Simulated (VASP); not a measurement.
# Ga (Pm-3n) in VASP: single point with PBE

Aim: the single point of Ga with PBE.

Program: VASP 6.6.1. These are calculated values, not measurements. Logs are shortened: lines on timing, memory, paths and dates and some standing lists are left out, and cuts for length are marked.

## (1) The cell of the first run

Symmetry: Pm-3n, No. 223, cubic system. The conventional cell has a = 5.380 Å, b = 5.380 Å, c = 5.380 Å, α = 90.00°, β = 90.00°, γ = 90.00°. Ga (site symmetry m-3) has 12 Ga at 3.01 Å within 4.0 Å. Within 3.5 Å of Ga (site symmetry -4m2) lie 14 Ga at 2.69 to 3.29 Å.

## (2) Single point, PBE

Contents of INCAR:

```
SYSTEM = Ga
PREC = Accurate ; ENCUT = 520
EDIFF = 1E-6 ; ISMEAR = -1
SIGMA = 0.1 ; LREAL = .FALSE.
LASPH = .TRUE. ; NELM = 60
ALGO = Normal ; ISIF = 2
LWAVE = .FALSE. ; LCHARG = .FALSE.
GGA = PE ; NBANDS = 62
```

Contents of KPOINTS:

```
regular mesh
0
G
  6 6 6
  0 0 0
```

Contents of POSCAR:

```
Ga
1.0
    5.3798088582      0.0000000000      0.0000000000
    0.0000000000      5.3798088582      0.0000000000
    0.0000000000      0.0000000000      5.3798088582
Ga
8
Direct
    1.0000000000      0.0000000000      0.0000000000
    0.5000000000      0.5000000000      0.5000000000
    0.2500000000      1.0000000000      0.5000000000
    0.7500000000      0.0000000000      0.5000000000
    0.5000000000      0.2500000000      0.0000000000
    0.5000000000      0.7500000000      0.0000000000
    0.0000000000      0.5000000000      0.2500000000
    0.0000000000      0.5000000000      0.7500000000
```

Potentials or basis: VASP PAW PBE potentials, release 64 (Ga_d).

Started as:

```console
> cat potpaw_PBE.64/Ga_d/POTCAR > POTCAR
> mpirun -np 1 vasp_std > vasp.out
```

OUTCAR:

```text
SYSTEM = Ga
   PREC = Accurate
   ENCUT = 520
   EDIFF = 1E-6
   ISMEAR = -1
   LREAL = .FALSE.
   LASPH = .TRUE.
   NELM = 60
   ISIF = 2
   GGA = PE

 ion  position               nearest neighbor table
   1  0.000  0.000  0.000-
   2  0.500  0.500  0.500-
   3  0.250  0.000  0.500-   4 2.69   4 2.69
   4  0.750  0.000  0.500-   3 2.69   3 2.69
   5  0.500  0.250  0.000-   6 2.69   6 2.69
   6  0.500  0.750  0.000-   5 2.69   5 2.69
   7  0.000  0.500  0.250-   8 2.69   8 2.69
   8  0.000  0.500  0.750-   7 2.69   7 2.69

  LATTYP: Found a simple cubic cell.
 ALAT       =     5.3798088582

  Lattice vectors:

 A1 = (   5.3798088582,   0.0000000000,   0.0000000000)
 A2 = (   0.0000000000,   5.3798088582,   0.0000000000)
 A3 = (   0.0000000000,   0.0000000000,   5.3798088582)

Analysis of symmetry for initial positions (statically):
=====================================================================
 Subroutine PRICEL returns:
 Original cell was already a primitive cell.

 Routine SETGRP: Setting up the symmetry group for a
 simple cubic supercell.

 Subroutine GETGRP returns: Found 48 space group operations
 (whereof 24 operations were pure point group operations)
 out of a pool of 48 trial point group operations.

The static configuration has the point symmetry T_h .
 The point group associated with its full space group is O_h .

Analysis of symmetry for dynamics (positions and initial velocities):
=====================================================================
 Subroutine PRICEL returns:
 Original cell was already a primitive cell.

 Routine SETGRP: Setting up the symmetry group for a
 simple cubic supercell.

 Subroutine GETGRP returns: Found 48 space group operations
 (whereof 24 operations were pure point group operations)
 out of a pool of 48 trial point group operations.

The dynamic configuration has the point symmetry T_h .
 The point group associated with its full space group is O_h .

 Subroutine INISYM returns: Found 48 space group operations
 (whereof 24 operations are pure point group operations),
 and found     1 'primitive' translations

----------------------------------------------------------------------------------------

                                     Primitive cell

  volume of cell :     155.7043

  direct lattice vectors                    reciprocal lattice vectors
     5.379808858  0.000000000  0.000000000     0.185880210  0.000000000  0.000000000
     0.000000000  5.379808858  0.000000000     0.000000000  0.185880210  0.000000000
     0.000000000  0.000000000  5.379808858     0.000000000  0.000000000  0.185880210

  length of vectors
     5.379808858  5.379808858  5.379808858     0.185880210  0.185880210  0.185880210

  position of ions in fractional coordinates (direct lattice)
     0.000000000  0.000000000  0.000000000
     0.500000000  0.500000000  0.500000000
     0.250000000  0.000000000  0.500000000
     0.750000000  0.000000000  0.500000000
     0.500000000  0.250000000  0.000000000
     0.500000000  0.750000000  0.000000000
     0.000000000  0.500000000  0.250000000
     0.000000000  0.500000000  0.750000000

  ion indices of the primitive-cell ions
   primitive index   ion index
                 1           1
                 2           2
                 3           3
                 4           4
                 5           5
                 6           6
                 7           7
                 8           8

----------------------------------------------------------------------------------------

 KPOINTS: regular mesh

Automatic generation of k-mesh.
 Grid dimensions read from file:
 generate k-points for:    6    6    6

 Generating k-lattice:

  Cartesian coordinates                     Fractional coordinates (reciprocal lattice)
     0.030980035  0.000000000  0.000000000     0.166666667  0.000000000  0.000000000
     0.000000000  0.030980035  0.000000000     0.000000000  0.166666667  0.000000000
     0.000000000  0.000000000  0.030980035     0.000000000  0.000000000  0.166666667

  Length of vectors
     0.030980035  0.030980035  0.030980035

  Shift w.r.t. Gamma in fractional coordinates (k-lattice)
     0.000000000  0.000000000  0.000000000

 Subroutine IBZKPT returns following result:
 ===========================================

 Found     20 irreducible k-points:

 Following reciprocal coordinates:
            Coordinates               Weight
  0.000000  0.000000  0.000000      1.000000
  0.166667  0.000000  0.000000      6.000000
  0.333333  0.000000  0.000000      6.000000
  0.500000  0.000000  0.000000      3.000000
  0.166667  0.166667  0.000000     12.000000
  0.333333  0.166667  0.000000     24.000000
[... 12 lines left out ...]
  0.500000  0.500000  0.333333      6.000000
  0.500000  0.500000  0.500000      1.000000
   k-points           NKPTS =     20   k-points in BZ     NKDIM =     20   number of bands    NBANDS=     62
   number of dos      NEDOS =    301   number of ions     NIONS =      8
   total plane-waves  NPLWV =  64000
   dimension x,y,z NGX =    40 NGY =   40 NGZ =   40
   dimension x,y,z NGXF=    80 NGYF=   80 NGZF=   80
   ions per type =               8
   NGX,Y,Z   is equivalent  to a cutoff of  12.36, 12.36, 12.36 a.u.
   NGXF,Y,Z  is equivalent  to a cutoff of  24.72, 24.72, 24.72 a.u.
 SYSTEM =  Ga
   PREC   = accura    normal or accurate (medium, high low for compatibility)
   ISTART =      0    job   : 0-new  1-cont  2-samecut
   ICHARG =      2    charge: 1-file 2-atom 10-const
   ISPIN  =      1    spin polarized calculation?
   LNONCOLLINEAR =      F non collinear calculations
   LSORBIT =      F    spin-orbit coupling
   LASPH  =      T    aspherical Exc in radial PAW
   ENCUT  =  520.0 eV  38.22 Ry    6.18 a.u.  10.00 10.00 10.00*2*pi/ulx,y,z
   NELM   =     60;   NELMIN=  2; NELMDL= -5     # of ELM steps
   EDIFF  = 0.1E-05   stopping-criterion for ELM
   LREAL  =      F    real-space projection
   EDIFFG = 0.1E-04   stopping-criterion for IOM
   NSW    =      0    number of steps for IOM
   IBRION =     -1    ionic relax: 0-MD 1-quasi-New 2-CG
   NFREE  =      0    steps in history (QN), initial steepest desc. (CG)
   ISIF   =      2    stress and relaxation
   ISYM   =      2    0-nonsym 1-usesym 2-fastsym
   POTIM  = 0.5000    time-step for ionic-motion
   TEBEG  =    0.0;   TEEND  =   0.0 temperature during run
   PSTRESS=    0.0 pullay stress
   NELECT =     104.0000    total number of electrons
   NUPDOWN=      -1.0000    fix difference up-down
   EMIN   =  10.00;   EMAX   =-10.00  energy-range for DOS
   EFERMI =   0.00;   METHOD = LEGACY
   ISMEAR =    -1;   SIGMA  =   0.10  broadening in eV -4-tet -1-fermi 0-gaus
   EFERMI_NEDOS =   21; number of points for ismear=-14 and -15
   IALGO  =     38    algorithm
   IMIX   =      4    mixing-type and parameters
     AMIX     =   0.40;   BMIX     =  1.00
     AMIX_MAG =   1.60;   BMIX_MAG =  1.00
  volume/ion in A,a.u.               =      19.46       131.34
  Fermi-wavevector in a.u.,A,eV,Ry     =   1.431042  2.704278 27.863122  2.047882
  Thomas-Fermi vector in A             =   2.550822
   LORBIT       =      0    0 simple, 1 ext, 2 COOP (PROOUT), +10 PAW based schemes
   GGA     = PE    functional components
   LHFCALC =     F    Hartree Fock is set to
   AEXX    =    0.0000 exact exchange contribution
   IVDW    =     0    specifies the selected vdW correction
   LEPSILON=     F    determine dielectric tensor
   LRPA    =     F    only Hartree local field effects (RPA)
 non-spin polarized calculation
  energy-cutoff  :      520.00
  volume of cell :      155.70
 maximum number of plane-waves:      4224
   NGX = 21   NGY = 21   NGZ = 21

 number of electron     104.0000105 magnetization

 Free energy of the ion-electron system (eV)
  ---------------------------------------------------
  ext. energy  EPLUGINS =         0.00000000
  ---------------------------------------------------
  free energy    TOTEN  =       -22.88041450 eV

  energy without entropy =      -22.74805080  energy(sigma->0) =      -22.81423265

 E-fermi :   5.2555     XC(G=0): -10.8568

 val. band max:        5.2099019738   @ k =   0.3333   0.1667   0.0000
 cond. band min:       5.2658630680   @ k =   0.5000   0.3333   0.1667
 fundamental gap:      0.0559610942
 Fermi energy:         5.2554569221

 k-point     1 :       0.0000    0.0000    0.0000
  band No.  band energies     occupation
      1      -9.8077      2.00000
      2      -9.8077      2.00000
      3      -9.8025      2.00000
      4      -9.6922      2.00000
      5      -9.6922      2.00000
      6      -9.6922      2.00000
[... 54 lines left out ...]
     61      10.3454      0.00000
     62      10.3454      0.00000

 k-point     2 :       0.1667    0.0000    0.0000
  band No.  band energies     occupation
      1      -9.8064      2.00000
      2      -9.8032      2.00000
      3      -9.7758      2.00000
      4      -9.7064      2.00000
      5      -9.6850      2.00000
      6      -9.6850      2.00000
[... 54 lines left out ...]
     61       9.1422      0.00000
     62       9.1422      0.00000

 k-point     3 :       0.3333    0.0000    0.0000
  band No.  band energies     occupation
      1      -9.8034      2.00000
      2      -9.8010      2.00000
      3      -9.7208      2.00000
      4      -9.7076      2.00000
      5      -9.6717      2.00000
      6      -9.6717      2.00000
[... 1094 lines left out ...]
     61       9.3807      0.00000
     62       9.4644      0.00000

 k-point    20 :       0.5000    0.5000    0.5000
  band No.  band energies     occupation
      1      -9.6599      2.00000
      2      -9.6599      2.00000
      3      -9.6599      2.00000
      4      -9.6599      2.00000
      5      -9.6577      2.00000
      6      -9.6577      2.00000
[... 54 lines left out ...]
     61       9.3694      0.00000
     62       9.3694      0.00000

------------------------ aborting loop because EDIFF is reached ----------------------------------------

  FORCE on cell =-STRESS in cart. coord.  units (eV):
  Direction    XX          YY          ZZ          XY          YZ          ZX
  --------------------------------------------------------------------------------------
  -------------------------------------------------------------------------------------
  Total       -0.0503956     -0.0503956     -0.0503956      0.0000000      0.0000000     -0.0000000
  in kB       -0.5185642     -0.5185642     -0.5185642      0.0000000      0.0000000     -0.0000000
  external PRESSURE =      -0.5185642 kB  Pullay stress =       0.0000000 kB

 VOLUME and BASIS-vectors are now :
 -----------------------------------------------------------------------------
  energy-cutoff  :      520.00
  volume of cell :      155.70
      direct lattice vectors                 reciprocal lattice vectors
     5.379808858  0.000000000  0.000000000     0.185880210  0.000000000  0.000000000
     0.000000000  5.379808858  0.000000000     0.000000000  0.185880210  0.000000000
     0.000000000  0.000000000  5.379808858     0.000000000  0.000000000  0.185880210

 POSITION                                       TOTAL-FORCE (eV/Angst)
 -----------------------------------------------------------------------------------
      0.00000      0.00000      0.00000         0.000000     -0.000000     -0.000000
      2.68990      2.68990      2.68990         0.000000     -0.000000     -0.000000
      1.34495      0.00000      2.68990         0.000000      0.000000      0.000000
      4.03486      0.00000      2.68990        -0.000000     -0.000000      0.000000
      2.68990      1.34495      0.00000         0.000000     -0.000000     -0.000000
      2.68990      4.03486      0.00000        -0.000000     -0.000000     -0.000000
      0.00000      2.68990      1.34495        -0.000000      0.000000     -0.000000
      0.00000      2.68990      4.03486         0.000000      0.000000      0.000000
 -----------------------------------------------------------------------------------
    total drift:                               -0.000000     -0.000000     -0.000000

  FREE ENERGIE OF THE ION-ELECTRON SYSTEM (eV)
  ---------------------------------------------------
  free  energy   TOTEN  =       -22.8804145048 eV

  energy  without entropy=      -22.7480508050  energy(sigma->0) =      -22.81423265
```

It took 5.5 min on 1 thread of AMD EPYC 7R13, shared host; peak memory 0.28 GiB.

What came out:

| Item | Value |
| --- | --- |
| Free energy | -22.8804 eV |
| Pressure | -0.1 GPa |
| Band gap on the k mesh | zero (band 52 reaches 8.17 eV, above the bottom of band 53 at 4.64 eV) |

Levels at points of the mesh, in eV from the Fermi level:
| k point | band 50 | band 51 | band 52 | band 53 | band 54 | band 55 |
| --- | --- | --- | --- | --- | --- | --- |
| (0.00, 0.00, 0.00) | -1.17 | -0.33 | -0.33 | -0.33 | 0.09 | 0.09 |
| (0.50, 0.00, 0.00) | -3.22 | -0.07 | -0.07 | 0.64 | 0.64 | 1.40 |
| (0.50, 0.50, 0.00) | -2.12 | -2.12 | -1.43 | 2.03 | 2.05 | 2.63 |
| (0.50, 0.50, 0.50) | 2.92 | 2.92 | 2.92 | 2.92 | 2.92 | 3.51 |
